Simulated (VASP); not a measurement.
# Ag (Fd-3m) in VASP: further runs, part 2 of 2

VASP 6.6.1.

### 4 Single point, LDA (volume scaled by 0.8)

The input, INCAR:

```
PREC = Accurate
ENCUT = 520
EDIFF = 1E-7
ISMEAR = -1
SIGMA = 0.05
LREAL = F
LASPH = T
NELM = 80
ALGO = Normal
ISIF = 2
LWAVE = F
LCHARG = T
GGA = CA
LELF = T
LVHAR = T
NBANDS = 18
```

The input, KPOINTS:

```
Automatic mesh
0
Gamma
  13 13 13
```

The input, POSCAR:

```
Ag
1.0
    0.0000000000      2.7525905958      2.7525905958
    2.7525905958      0.0000000000      2.7525905958
    2.7525905958      2.7525905958      0.0000000000
Ag
2
Direct
   -0.1250000000     -0.1250000000     -0.1250000000
    0.1250000000      0.1250000000      0.1250000000
```

Run with:

```sh
$ cat potpaw_LDA.64/Ag/POTCAR > POTCAR
$ mpirun -np 1 vasp_std > vasp.out
```

Run time: 39 s. Hardware: 1 thread of AMD EPYC 7R13 (Zen 3), shared host; peak memory 0.15 GiB.

The run converged. Its results:

```yaml
Free_energy: -4.9021 eV
Pressure: 21.2 GPa
Band_gap_on_the_k_mesh: zero (band 11 reaches 6.33 eV, above the bottom of band 12 at 5.28 eV)
```

Levels at points of the mesh, in eV from the Fermi level:
| k point | band 7 | band 8 | band 9 | band 10 | band 11 | band 12 | band 13 | band 14 | band 15 | band 16 |
| --- | --- | --- | --- | --- | --- | --- | --- | --- | --- | --- |
| (0.00, 0.00, 0.00) | -3.71 | -3.71 | -3.71 | -2.52 | -2.52 | 11.19 | 11.19 | 11.19 | 11.58 | 11.58 |

### 5 Single point, LDA (volume scaled by 0.9)

The input, INCAR:

```
SYSTEM = Ag
ALGO     = Normal         ! electronic algorithm
EDIFF    = 1E-6           ! SCF threshold, eV
ENCUT    = 520            ! plane-wave cutoff, eV
GGA      = CA             ! functional
ISIF     = 2              ! what is computed and relaxed
ISMEAR   = -1             ! smearing method
LASPH    = .TRUE.         ! aspherical terms in the spheres
LCHARG   = .TRUE.         ! write CHGCAR
LELF     = .TRUE.         ! ELF
LREAL    = .FALSE.        ! projectors in reciprocal space
LVHAR    = .TRUE.       
LWAVE    = .FALSE.        ! write WAVECAR
NBANDS   = 18             ! bands
NELM     = 80             ! most SCF steps
PREC     = Accurate       ! precision mode
SIGMA    = 0.05           ! smearing width, eV
```

The input, KPOINTS:

```
k-points
0
G
  13 13 13
  0 0 0
```

The input, POSCAR:

```
Ag
1.0
    0.0000000000      2.8628095849      2.8628095849
    2.8628095849      0.0000000000      2.8628095849
    2.8628095849      2.8628095849      0.0000000000
Ag
2
Direct
   -0.1250000000     -0.1250000000     -0.1250000000
    0.1250000000      0.1250000000      0.1250000000
```

Potentials or basis: VASP PAW LDA potentials, release 64 (Ag).

Run with:

```sh
$ cat potpaw_LDA.64/Ag/POTCAR > POTCAR
$ mpirun -np 1 vasp_std > vasp.out
```

OUTCAR:

```text
SYSTEM = Ag
   EDIFF = 1E-6
   ENCUT = 520
   GGA = CA
   ISIF = 2
   ISMEAR = -1
   LASPH = .TRUE.
   LREAL = .FALSE.
   NELM = 80
   PREC = Accurate

 ion  position               nearest neighbor table
   1  0.875  0.875  0.875-   2 2.48   2 2.48   2 2.48   2 2.48
   2  0.125  0.125  0.125-   1 2.48   1 2.48   1 2.48   1 2.48

  LATTYP: Found a face centered cubic cell.
 ALAT       =     5.7256191698

  Lattice vectors:

 A1 = (   0.0000000000,   2.8628095849,   2.8628095849)
 A2 = (   2.8628095849,   0.0000000000,   2.8628095849)
 A3 = (   2.8628095849,   2.8628095849,   0.0000000000)

Analysis of symmetry for initial positions (statically):
=====================================================================
 Subroutine PRICEL returns:
 Original cell was already a primitive cell.

 Routine SETGRP: Setting up the symmetry group for a
 face centered cubic supercell.

 Subroutine GETGRP returns: Found 48 space group operations
 (whereof 12 operations were pure point group operations)
 out of a pool of 48 trial point group operations.

The static configuration has the point symmetry D_3d.
 The point group associated with its full space group is O_h .

Analysis of symmetry for dynamics (positions and initial velocities):
=====================================================================
 Subroutine PRICEL returns:
 Original cell was already a primitive cell.

 Routine SETGRP: Setting up the symmetry group for a
 face centered cubic supercell.

 Subroutine GETGRP returns: Found 48 space group operations
 (whereof 12 operations were pure point group operations)
 out of a pool of 48 trial point group operations.

The dynamic configuration has the point symmetry D_3d.
 The point group associated with its full space group is O_h .

 Subroutine INISYM returns: Found 48 space group operations
 (whereof 12 operations are pure point group operations),
 and found     1 'primitive' translations

----------------------------------------------------------------------------------------

                                     Primitive cell

  volume of cell :      46.9253

  direct lattice vectors                    reciprocal lattice vectors
     0.000000000  2.862809585  2.862809585    -0.174653600  0.174653600  0.174653600
     2.862809585  0.000000000  2.862809585     0.174653600 -0.174653600  0.174653600
     2.862809585  2.862809585  0.000000000     0.174653600  0.174653600 -0.174653600

  length of vectors
     4.048624141  4.048624141  4.048624141     0.302508909  0.302508909  0.302508909

  position of ions in fractional coordinates (direct lattice)
     0.875000000  0.875000000  0.875000000
     0.125000000  0.125000000  0.125000000

  ion indices of the primitive-cell ions
   primitive index   ion index
                 1           1
                 2           2

----------------------------------------------------------------------------------------

 KPOINTS: k-points

Automatic generation of k-mesh.
 Grid dimensions read from file:
 generate k-points for:   13   13   13

 Generating k-lattice:

  Cartesian coordinates                     Fractional coordinates (reciprocal lattice)
    -0.013434892  0.013434892  0.013434892     0.076923077  0.000000000  0.000000000
     0.013434892 -0.013434892  0.013434892     0.000000000  0.076923077  0.000000000
     0.013434892  0.013434892 -0.013434892     0.000000000  0.000000000  0.076923077

  Length of vectors
     0.023269916  0.023269916  0.023269916

  Shift w.r.t. Gamma in fractional coordinates (k-lattice)
     0.000000000  0.000000000  0.000000000

 Subroutine IBZKPT returns following result:
 ===========================================

 Found     84 irreducible k-points:

 Following reciprocal coordinates:
            Coordinates               Weight
  0.000000  0.000000  0.000000      1.000000
  0.076923  0.000000  0.000000      8.000000
  0.153846  0.000000  0.000000      8.000000
  0.230769  0.000000  0.000000      8.000000
  0.307692  0.000000  0.000000      8.000000
  0.384615  0.000000  0.000000      8.000000
[... 16 lines left out ...]
  0.384615  0.153846  0.000000     24.000000
  0.461538  0.153846  0.000000     24.000000
 [... further k-points ...]
   k-points           NKPTS =     84   k-points in BZ     NKDIM =     84   number of bands    NBANDS=     18
   number of dos      NEDOS =    301   number of ions     NIONS =      2
   total plane-waves  NPLWV =  27000
   dimension x,y,z NGX =    30 NGY =   30 NGZ =   30
   dimension x,y,z NGXF=    60 NGYF=   60 NGZF=   60
   ions per type =               2
   NGX,Y,Z   is equivalent  to a cutoff of  12.32, 12.32, 12.32 a.u.
   NGXF,Y,Z  is equivalent  to a cutoff of  24.64, 24.64, 24.64 a.u.
 SYSTEM =  Ag
   PREC   = accura    normal or accurate (medium, high low for compatibility)
   ISTART =      0    job   : 0-new  1-cont  2-samecut
   ICHARG =      2    charge: 1-file 2-atom 10-const
   ISPIN  =      1    spin polarized calculation?
   LNONCOLLINEAR =      F non collinear calculations
   LSORBIT =      F    spin-orbit coupling
   LASPH  =      T    aspherical Exc in radial PAW
   ENCUT  =  520.0 eV  38.22 Ry    6.18 a.u.   7.53  7.53  7.53*2*pi/ulx,y,z
   NELM   =     80;   NELMIN=  2; NELMDL= -5     # of ELM steps
   EDIFF  = 0.1E-05   stopping-criterion for ELM
   LREAL  =      F    real-space projection
   EDIFFG = 0.1E-04   stopping-criterion for IOM
   NSW    =      0    number of steps for IOM
   IBRION =     -1    ionic relax: 0-MD 1-quasi-New 2-CG
   NFREE  =      0    steps in history (QN), initial steepest desc. (CG)
   ISIF   =      2    stress and relaxation
   ISYM   =      2    0-nonsym 1-usesym 2-fastsym
   POTIM  = 0.5000    time-step for ionic-motion
   TEBEG  =    0.0;   TEEND  =   0.0 temperature during run
   PSTRESS=    0.0 pullay stress
   NELECT =      22.0000    total number of electrons
   NUPDOWN=      -1.0000    fix difference up-down
   EMIN   =  10.00;   EMAX   =-10.00  energy-range for DOS
   EFERMI =   0.00;   METHOD = LEGACY
   ISMEAR =    -1;   SIGMA  =   0.05  broadening in eV -4-tet -1-fermi 0-gaus
   EFERMI_NEDOS =   21; number of points for ismear=-14 and -15
   IALGO  =     38    algorithm
   IMIX   =      4    mixing-type and parameters
     AMIX     =   0.40;   BMIX     =  1.00
     AMIX_MAG =   1.60;   BMIX_MAG =  1.00
  volume/ion in A,a.u.               =      23.46       158.33
  Fermi-wavevector in a.u.,A,eV,Ry     =   1.271784  2.403323 22.006523  1.617434
  Thomas-Fermi vector in A             =   2.404698
   LORBIT       =      0    0 simple, 1 ext, 2 COOP (PROOUT), +10 PAW based schemes
   GGA     = CA    functional components
   LHFCALC =     F    Hartree Fock is set to
   AEXX    =    0.0000 exact exchange contribution
   IVDW    =     0    specifies the selected vdW correction
   LEPSILON=     F    determine dielectric tensor
   LRPA    =     F    only Hartree local field effects (RPA)
 non-spin polarized calculation
  energy-cutoff  :      520.00
  volume of cell :       46.93
 maximum number of plane-waves:      1283
 NGX is ok and might be reduce to    30
   NGX = 15   NGY = 15   NGZ = 15

 number of electron      21.9999994 magnetization

 Free energy of the ion-electron system (eV)
  ---------------------------------------------------
  ext. energy  EPLUGINS =         0.00000000
  ---------------------------------------------------
  free energy    TOTEN  =        -5.34391773 eV

  energy without entropy =       -5.33849403  energy(sigma->0) =       -5.34120588

 E-fermi :   4.3905     XC(G=0): -10.4892

 val. band max:        4.3767447033   @ k =  -0.3846   0.3846   0.0769
 cond. band min:       4.6291005732   @ k =  -0.3846   0.3077   0.0769
 fundamental gap:      0.2523558699
 Fermi energy:         4.3905198210

 k-point     1 :       0.0000    0.0000    0.0000
  band No.  band energies     occupation
      1      -1.4307      2.00000
      2      -0.8918      2.00000
      3      -0.8918      2.00000
      4      -0.8406      2.00000
      5      -0.8406      2.00000
      6      -0.8406      2.00000
[... 10 lines left out ...]
     17      15.1566      0.00000
     18      15.7629      0.00000
[... 463 lines left out ...]
 k-point    24 :       0.4615    0.1538    0.0000
  band No.  band energies     occupation
      1      -1.2367      2.00000
      2      -0.9570      2.00000
      3      -0.8807      2.00000
      4      -0.4671      2.00000
      5      -0.2897      2.00000
      6      -0.2271      2.00000
[... 10 lines left out ...]
     17      17.3520      0.00000
     18      18.1177      0.00000

 [... further k-points ...]

------------------------ aborting loop because EDIFF is reached ----------------------------------------

  FORCE on cell =-STRESS in cart. coord.  units (eV):
  Direction    XX          YY          ZZ          XY          YZ          ZX
  --------------------------------------------------------------------------------------
  -------------------------------------------------------------------------------------
  Total        2.1339927      2.1339927      2.1339927      0.0000000      0.0000000     -0.0000000
  in kB       72.8611687     72.8611687     72.8611687      0.0000000      0.0000000     -0.0000000
  external PRESSURE =      72.8611687 kB  Pullay stress =       0.0000000 kB

 VOLUME and BASIS-vectors are now :
 -----------------------------------------------------------------------------
  energy-cutoff  :      520.00
  volume of cell :       46.93
      direct lattice vectors                 reciprocal lattice vectors
     0.000000000  2.862809585  2.862809585    -0.174653600  0.174653600  0.174653600
     2.862809585  0.000000000  2.862809585     0.174653600 -0.174653600  0.174653600
     2.862809585  2.862809585  0.000000000     0.174653600  0.174653600 -0.174653600

 POSITION                                       TOTAL-FORCE (eV/Angst)
 -----------------------------------------------------------------------------------
      5.00992      5.00992      5.00992        -0.000000     -0.000000     -0.000000
      0.71570      0.71570      0.71570         0.000000      0.000000      0.000000
 -----------------------------------------------------------------------------------
    total drift:                               -0.000000      0.000000      0.000000

  FREE ENERGIE OF THE ION-ELECTRON SYSTEM (eV)
  ---------------------------------------------------
  free  energy   TOTEN  =        -5.3439177270 eV

  energy  without entropy=       -5.3384940271  energy(sigma->0) =       -5.34120588
```

It took 42 s on 1 thread of AMD EPYC 7R13 (Zen 3), shared host; peak memory 0.16 GiB.

Results:

- Free energy: -5.3439 eV
- Pressure: 7.3 GPa
- Band gap on the k mesh: zero (band 11 reaches 4.89 eV, above the bottom of band 12 at 3.87 eV)

### 6 Overview

```tsv
cell	gap on the mesh (eV)	pressure (GPa)
a = 3.723 Å, angles 60.0°, 2 atoms	none	48.2
a = 3.893 Å, angles 60.0°, 2 atoms	none	21.2
a = 4.049 Å, angles 60.0°, 2 atoms	none	7.3
```

Alike in all rows: task single point; level LDA; potentials or basis VASP PAW LDA potentials, release 64 (Ag); no spin polarisation; k mesh 13 × 13 × 13; cutoff (eV) 520; smearing fermi-dirac 0.05 eV.

Total energies depend on the potentials used, so only differences within one code and one set of settings carry meaning.
